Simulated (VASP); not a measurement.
# LiCl (Fm-3m) in VASP: notebook

LiCl is run at these levels: PBE-based screened hybrid; tasks: single point, relaxation of cell and atoms.

Program: VASP 6.6.1. These are calculated values, not measurements. Logs are shortened: lines on timing, memory, paths and dates and some standing lists are left out, and cuts for length are marked.

## Step 1: The cell of the first run

Symmetry: Fm-3m, No. 225, cubic system. The conventional cell has a = 5.118 Å, b = 5.118 Å, c = 5.118 Å, α = 90.00°, β = 90.00°, γ = 90.00°. Within 3.4 Å of Cl (site symmetry m-3m) lie 6 Li at 2.56 Å. Li (site symmetry m-3m) has 6 Cl at 2.56 Å within 3.4 Å.

## Step 2: Single point, PBE-based screened hybrid

POSCAR

```
LiCl
1.0
    0.0000000000      2.5591991880      2.5591991880
    2.5591991880      0.0000000000      2.5591991880
    2.5591991880      2.5591991880      0.0000000000
Cl Li
1 1
Direct
    0.5000000000      0.5000000000      0.5000000000
    0.0000000000      0.0000000000      0.0000000000
```

INCAR.step1

```
PREC     = Accurate       # precision mode
ENCUT    = 520            # plane-wave cutoff, eV
EDIFF    = 1E-5           # SCF threshold, eV
ISMEAR   = -1             # smearing method
SIGMA    = 0.05           # smearing width, eV
LREAL    = F              # projectors in reciprocal space
LASPH    = T              # aspherical terms in the spheres
NELM     = 100            # most SCF steps
ALGO     = Normal         # electronic algorithm
ISIF     = 2              # what is computed and relaxed
LWAVE    = T              # write WAVECAR
NBANDS   = 12             # bands
GGA      = PE             # functional
```

INCAR.step2

```
PREC     = Accurate       # precision mode
ENCUT    = 520            # plane-wave cutoff, eV
EDIFF    = 1E-6           # SCF threshold, eV
ISMEAR   = -1             # smearing method
SIGMA    = 0.05           # smearing width, eV
LREAL    = F              # projectors in reciprocal space
LASPH    = T              # aspherical terms in the spheres
NELM     = 100            # most SCF steps
ALGO     = Normal         # electronic algorithm
ISIF     = 2              # what is computed and relaxed
LWAVE    = F              # write WAVECAR
LCHARG   = T              # write CHGCAR
GGA      = PE             # functional
LHFCALC  = T              # exact exchange
AEXX     = 0.25           # exact-exchange fraction
HFSCREEN = 0.3            # screening, 1/A
PRECFOCK = Normal       
LELF     = T              # ELF
LVHAR    = T            
NBANDS   = 12             # bands
ISTART   = 1
```

KPOINTS

```
Automatic mesh
0
Gamma
  5 5 5
```

Potentials or basis: VASP PAW PBE potentials, release 64 (Cl, Li_sv).

The run is started by

```console
cat potpaw_PBE.64/Cl/POTCAR potpaw_PBE.64/Li_sv/POTCAR > POTCAR
cp INCAR.step1 INCAR
mpirun -np 1 vasp_std > vasp.out
cp INCAR.step2 INCAR
mpirun -np 1 vasp_std > vasp.out
```

OUTCAR:

```text
PREC = Accurate
   ENCUT = 520
   EDIFF = 1E-6
   ISMEAR = -1
   LREAL = F
   LASPH = T
   NELM = 100
   ISIF = 2
   GGA = PE
   LHFCALC = T
   AEXX = 0.25
   HFSCREEN = 0.3
   PRECFOCK = Normal
   ISTART = 1

 ion  position               nearest neighbor table
   1  0.500  0.500  0.500-   2 2.56   2 2.56   2 2.56   2 2.56   2 2.56   2 2.56
   2  0.000  0.000  0.000-   1 2.56   1 2.56   1 2.56   1 2.56   1 2.56   1 2.56

  LATTYP: Found a face centered cubic cell.
 ALAT       =     5.1183983760

  Lattice vectors:

 A1 = (   0.0000000000,   2.5591991880,   2.5591991880)
 A2 = (   2.5591991880,   0.0000000000,   2.5591991880)
 A3 = (   2.5591991880,   2.5591991880,   0.0000000000)

Analysis of symmetry for initial positions (statically):
=====================================================================
 Subroutine PRICEL returns:
 Original cell was already a primitive cell.

 Routine SETGRP: Setting up the symmetry group for a
 face centered cubic supercell.

 Subroutine GETGRP returns: Found 48 space group operations
 (whereof 48 operations were pure point group operations)
 out of a pool of 48 trial point group operations.

The static configuration has the point symmetry O_h .

Analysis of symmetry for dynamics (positions and initial velocities):
=====================================================================
 Subroutine PRICEL returns:
 Original cell was already a primitive cell.

 Routine SETGRP: Setting up the symmetry group for a
 face centered cubic supercell.

 Subroutine GETGRP returns: Found 48 space group operations
 (whereof 48 operations were pure point group operations)
 out of a pool of 48 trial point group operations.

The dynamic configuration has the point symmetry O_h .

 Subroutine INISYM returns: Found 48 space group operations
 (whereof 48 operations are pure point group operations),
 and found     1 'primitive' translations

----------------------------------------------------------------------------------------

                                     Primitive cell

  volume of cell :      33.5230

  direct lattice vectors                    reciprocal lattice vectors
     0.000000000  2.559199188  2.559199188    -0.195373616  0.195373616  0.195373616
     2.559199188  0.000000000  2.559199188     0.195373616 -0.195373616  0.195373616
     2.559199188  2.559199188  0.000000000     0.195373616  0.195373616 -0.195373616

  length of vectors
     3.619254200  3.619254200  3.619254200     0.338397030  0.338397030  0.338397030

  position of ions in fractional coordinates (direct lattice)
     0.500000000  0.500000000  0.500000000
     0.000000000  0.000000000  0.000000000

  ion indices of the primitive-cell ions
   primitive index   ion index
                 1           1
                 2           2

----------------------------------------------------------------------------------------

 KPOINTS: Automatic mesh

Automatic generation of k-mesh.
 Grid dimensions read from file:
 generate k-points for:    5    5    5

 Generating k-lattice:

  Cartesian coordinates                     Fractional coordinates (reciprocal lattice)
    -0.039074723  0.039074723  0.039074723     0.200000000  0.000000000  0.000000000
     0.039074723 -0.039074723  0.039074723     0.000000000  0.200000000  0.000000000
     0.039074723  0.039074723 -0.039074723     0.000000000  0.000000000  0.200000000

  Length of vectors
     0.067679406  0.067679406  0.067679406

  Shift w.r.t. Gamma in fractional coordinates (k-lattice)
     0.000000000  0.000000000  0.000000000

 Subroutine IBZKPT returns following result:
 ===========================================

 Found     10 irreducible k-points:

 Following reciprocal coordinates:
            Coordinates               Weight
  0.000000  0.000000  0.000000      1.000000
  0.200000  0.000000  0.000000      8.000000
  0.400000  0.000000  0.000000      8.000000
  0.200000  0.200000  0.000000      6.000000
  0.400000  0.200000  0.000000     24.000000
 -0.400000  0.200000  0.000000     24.000000
 -0.200000  0.200000  0.000000     12.000000
  0.400000  0.400000  0.000000      6.000000
 -0.400000  0.400000  0.000000     12.000000
 -0.400000  0.400000  0.200000     24.000000
   k-points           NKPTS =     10   k-points in BZ     NKDIM =    125   number of bands    NBANDS=     12
   number of dos      NEDOS =    301   number of ions     NIONS =      2
   total plane-waves  NPLWV =  21952
   dimension x,y,z NGX =    28 NGY =   28 NGZ =   28
   dimension x,y,z NGXF=    56 NGYF=   56 NGZF=   56
   ions per type =               1   1
   NGX,Y,Z   is equivalent  to a cutoff of  12.86, 12.86, 12.86 a.u.
   NGXF,Y,Z  is equivalent  to a cutoff of  25.72, 25.72, 25.72 a.u.
 SYSTEM =  unknown system
   PREC   = accura    normal or accurate (medium, high low for compatibility)
   ISTART =      1    job   : 0-new  1-cont  2-samecut
   ICHARG =      0    charge: 1-file 2-atom 10-const
   ISPIN  =      1    spin polarized calculation?
   LNONCOLLINEAR =      F non collinear calculations
   LSORBIT =      F    spin-orbit coupling
   LASPH  =      T    aspherical Exc in radial PAW
   ENCUT  =  520.0 eV  38.22 Ry    6.18 a.u.   6.73  6.73  6.73*2*pi/ulx,y,z
   NELM   =    100;   NELMIN=  2; NELMDL=  0     # of ELM steps
   EDIFF  = 0.1E-05   stopping-criterion for ELM
   LREAL  =      F    real-space projection
   EDIFFG = 0.1E-04   stopping-criterion for IOM
   NSW    =      0    number of steps for IOM
   IBRION =     -1    ionic relax: 0-MD 1-quasi-New 2-CG
   NFREE  =      0    steps in history (QN), initial steepest desc. (CG)
   ISIF   =      2    stress and relaxation
   ISYM   =      3    0-nonsym 1-usesym 2-fastsym
   POTIM  = 0.5000    time-step for ionic-motion
   TEBEG  =    0.0;   TEEND  =   0.0 temperature during run
   PSTRESS=    0.0 pullay stress
   NELECT =      10.0000    total number of electrons
   NUPDOWN=      -1.0000    fix difference up-down
   EMIN   =  10.00;   EMAX   =-10.00  energy-range for DOS
   EFERMI =   0.00;   METHOD = LEGACY
   ISMEAR =    -1;   SIGMA  =   0.05  broadening in eV -4-tet -1-fermi 0-gaus
   EFERMI_NEDOS =   21; number of points for ismear=-14 and -15
   IALGO  =     38    algorithm
   IMIX   =      1    mixing-type and parameters
     AMIX     =   0.40;   BMIX     =  1.00
     AMIX_MAG =   1.60;   BMIX_MAG =  1.00
  volume/ion in A,a.u.               =      16.76       113.11
  Fermi-wavevector in a.u.,A,eV,Ry     =   1.093857  2.067091 16.279700  1.196524
  Thomas-Fermi vector in A             =   2.230151
   LORBIT       =      0    0 simple, 1 ext, 2 COOP (PROOUT), +10 PAW based schemes
   GGA     = PE    functional components
   LHFCALC =     T    Hartree Fock is set to
   PRECFOCK=normal    Normal, Fast or Accurate (Low or Medium for compatibility)
   ENCUT4O =  -1.0   cutoff for four orbital integrals eV
   NKREDX  =     1    reduce k-point grid by
   NKREDY  =     1    reduce k-point grid by
   NKREDZ  =     1    reduce k-point grid by
   AEXX    =    0.2500 exact exchange contribution
   HFSCREEN=    0.3000 screening length (either q_TF or 0.3 A-1)
   HFSCREENC=   0.3000 screening length for correlation (either q_TF or 0.3 A-1)
   ENCUTFOCK=  -1.0 apply spherical cutoff to Coloumb kernel
   IVDW    =     0    specifies the selected vdW correction
   LEPSILON=     F    determine dielectric tensor
   LRPA    =     F    only Hartree local field effects (RPA)
 non-spin polarized calculation
  energy-cutoff  :      520.00
  volume of cell :       33.52
 maximum number of plane-waves:       918
  NGX = 24; NGY = 24; NGZ = 24

 number of electron      10.0000004 magnetization

 Free energy of the ion-electron system (eV)
  ---------------------------------------------------
  ext. energy  EPLUGINS =         0.00000000
  ---------------------------------------------------
  free energy    TOTEN  =        -8.28178541 eV

  energy without entropy =       -8.28178541  energy(sigma->0) =       -8.28178541

 E-fermi :   1.0093     XC(G=0):  -7.4263

 val. band max:       -0.1855573405   @ k =   0.0000   0.0000   0.0000
 cond. band min:       7.3413190003   @ k =   0.0000   0.0000   0.0000
 fundamental gap:      7.5268763408
 Fermi energy:         1.0092972434

 k-point     1 :       0.0000    0.0000    0.0000
  band No.  band energies     occupation
      1     -46.4085      2.00000
      2     -14.8225      2.00000
      3      -0.1856      2.00000
      4      -0.1856      2.00000
      5      -0.1856      2.00000
      6       7.3413      0.00000
      7      13.0115      0.00000
      8      13.0115      0.00000
      9      13.0115      0.00000
     10      15.7981      0.00000
     11      15.7981      0.00000
     12      15.7994      0.00000

 k-point     2 :       0.2000    0.0000    0.0000
  band No.  band energies     occupation
      1     -46.4075      2.00000
      2     -14.6211      2.00000
      3      -1.4054      2.00000
      4      -0.2904      2.00000
      5      -0.2904      2.00000
      6       8.1733      0.00000
      7      11.9184      0.00000
      8      12.2816      0.00000
      9      12.2817      0.00000
     10      14.6022      0.00000
     11      14.6022      0.00000
     12      16.5712      0.00000

 k-point     3 :       0.4000    0.0000    0.0000
  band No.  band energies     occupation
      1     -46.4057      2.00000
      2     -14.2593      2.00000
      3      -2.9783      2.00000
      4      -0.4457      2.00000
      5      -0.4457      2.00000
      6       7.8311      0.00000
      7      10.7516      0.00000
      8      10.7516      0.00000
      9      13.7130      0.00000
     10      17.4289      0.00000
     11      17.4289      0.00000
     12      17.6233      0.00000
[... 76 lines left out ...]
 k-point     9 :      -0.4000    0.4000    0.0000
  band No.  band energies     occupation
      1     -46.4042      2.00000
      2     -13.9393      2.00000
      3      -2.9992      2.00000
      4      -1.8989      2.00000
      5      -1.1779      2.00000
      6       9.0239      0.00000
      7      10.4376      0.00000
      8      12.9707      0.00000
      9      13.5042      0.00000
     10      15.2164      0.00000
     11      18.8857      0.00000
     12      20.2850      0.00000

 k-point    10 :      -0.4000    0.4000    0.2000
  band No.  band energies     occupation
      1     -46.4044      2.00000
      2     -13.9991      2.00000
      3      -2.6799      2.00000
      4      -2.0318      2.00000
      5      -1.1151      2.00000
      6      10.2875      0.00000
      7      10.6930      0.00000
      8      10.8908      0.00000
      9      12.9426      0.00000
     10      16.1599      0.00000
     11      17.8491      0.00000
     12      20.2312      0.00000

------------------------ aborting loop because EDIFF is reached ----------------------------------------

  FORCE on cell =-STRESS in cart. coord.  units (eV):
  Direction    XX          YY          ZZ          XY          YZ          ZX
  --------------------------------------------------------------------------------------
  -------------------------------------------------------------------------------------
  Total       -0.0184670     -0.0184670     -0.0184670      0.0000000      0.0000000     -0.0000000
  in kB       -0.8826020     -0.8826020     -0.8826020      0.0000000      0.0000000     -0.0000000
  external PRESSURE =      -0.8826020 kB  Pullay stress =       0.0000000 kB

 VOLUME and BASIS-vectors are now :
 -----------------------------------------------------------------------------
  energy-cutoff  :      520.00
  volume of cell :       33.52
      direct lattice vectors                 reciprocal lattice vectors
     0.000000000  2.559199188  2.559199188    -0.195373616  0.195373616  0.195373616
     2.559199188  0.000000000  2.559199188     0.195373616 -0.195373616  0.195373616
     2.559199188  2.559199188  0.000000000     0.195373616  0.195373616 -0.195373616

 POSITION                                       TOTAL-FORCE (eV/Angst)
 -----------------------------------------------------------------------------------
      2.55920      2.55920      2.55920         0.000000      0.000000      0.000000
      0.00000      0.00000      0.00000        -0.000000     -0.000000     -0.000000
 -----------------------------------------------------------------------------------
    total drift:                               -0.000001     -0.000000      0.000000

  FREE ENERGIE OF THE ION-ELECTRON SYSTEM (eV)
  ---------------------------------------------------
  free  energy   TOTEN  =        -8.2817854130 eV

  energy  without entropy=       -8.2817854130  energy(sigma->0) =       -8.28178541
```

Wall time 3 min (1 thread of Intel Xeon Platinum 8259CL at 2.50GHz (Skylake/Cascade Lake), shared host); peak memory 0.25 GiB.

What came out:

```
Free energy            : -8.2818 eV
Band gap on the k mesh : 7.53 eV, direct
```

Caveat: the k points lie up to 0.43 Å⁻¹ apart; the cutoff is under 1.25 times the usual one of these potentials, so pressure, stress and relaxed cells hold a basis-set (Pulay) error; the PAW data sets were made with another functional, which shifts forces and pressure a little. A k mesh can miss the band edges.

## Step 3: Relaxation of cell and atoms, PBE-based screened hybrid

This run uses another cell than the first one, of 16.87 Å³/atom, 1.007 times its volume.

POSCAR

```
LiCl
1.0
    0.0000000000      2.5647700000      2.5647700000
    2.5647700000      0.0000000000      2.5647700000
    2.5647700000      2.5647700000      0.0000000000
Cl Li
1 1
Direct
    0.5000000000      0.5000000000      0.5000000000
    0.0000000000      0.0000000000      0.0000000000
```

INCAR.step1

```
SYSTEM = LiCl
ALGO = Normal ; EDIFF = 1E-5
ENCUT = 600 ; GGA = PE
ISMEAR = -1 ; LASPH = .TRUE.
LCHARG = .FALSE. ; LREAL = .FALSE.
LWAVE = .TRUE. ; NBANDS = 12
NELM = 100 ; PREC = Accurate
SIGMA = 0.05
```

INCAR.step2

```
SYSTEM = LiCl
AEXX = 0.25 ; ALGO = Normal
EDIFF = 1E-7 ; EDIFFG = -0.01
ENCUT = 600 ; GGA = PE
HFSCREEN = 0.3 ; IBRION = 2
ISIF = 3 ; ISMEAR = -1
ISTART = 1 ; LASPH = .TRUE.
LCHARG = .FALSE. ; LHFCALC = .TRUE.
LREAL = .FALSE. ; LWAVE = .FALSE.
NELM = 100 ; NSW = 60
PREC = Accurate ; PRECFOCK = Normal
SIGMA = 0.05
```

KPOINTS

```
k-points
0
G
  5 5 5
  0 0 0
```

Potentials or basis: VASP PAW PBE potentials, release 64 (Cl, Li_sv).

The run is started by

```console
cat potpaw_PBE.64/Cl/POTCAR potpaw_PBE.64/Li_sv/POTCAR > POTCAR
cp INCAR.step1 INCAR
mpirun -np 1 vasp_std > vasp.out
cp INCAR.step2 INCAR
mpirun -np 1 vasp_std > vasp.out
```

It took 9.9 min on 1 thread of Intel Xeon Platinum 8259CL at 2.50GHz (Skylake/Cascade Lake), shared host; peak memory 0.27 GiB.

It converged, with:

| Property | Result |
| --- | --- |
| Free energy | -8.2817 eV |
| Relaxed volume | 16.68 Å³/atom |
| Relaxed cell | a = 3.613 Å, b = 3.613 Å, c = 3.613 Å, α = 60.00°, β = 60.00°, γ = 60.00° |
| Space group after relaxing (to 0.05 Å) | Fm-3m (No. 225) |
| Energy gained by relaxing | 0.2 meV/atom |
| Ionic steps | 3 |
| Pressure after relaxing | 0.1 GPa |
| Band gap on the k mesh | 7.56 eV, direct |

Step by step:
```tsv
step	energy change (eV)	largest force (eV/Å)	pressure (GPa)	volume (Å³)
1	0.0000	0.0000	-0.32	33.74
2	-0.0002	0.0000	-0.16	33.58
3	-0.0003	0.0000	0.06	33.36
```

Final structure:
```cif
data_structure
_symmetry_space_group_name_H-M 'P 1'
_symmetry_Int_Tables_number 1
_cell_length_a 3.6133
_cell_length_b 3.6133
_cell_length_c 3.6133
_cell_angle_alpha 60.000
_cell_angle_beta 60.000
_cell_angle_gamma 60.000
_cell_volume 33.36
loop_
_atom_site_label
_atom_site_type_symbol
_atom_site_fract_x
_atom_site_fract_y
_atom_site_fract_z
_atom_site_occupancy
Cl1 Cl 0.50000 0.50000 0.50000 1
Li1 Li 0.00000 0.00000 0.00000 1
```

Levels at points of the mesh, in eV from the valence-band top:
```
           k point  band 1  band 2  band 3  band 4  band 5  band 6  band 7  band 8  band 9
(0.00, 0.00, 0.00)  -46.22  -14.66    0.00    0.00    0.00    7.56   13.20   13.20   13.20
```

Caveat: the k points lie up to 0.43 Å⁻¹ apart in the final cell; the cutoff is under 1.25 times the usual one of these potentials, so pressure, stress and relaxed cells hold a basis-set (Pulay) error; the PAW data sets were made with another functional, which shifts forces and pressure a little. A k mesh can miss the band edges.
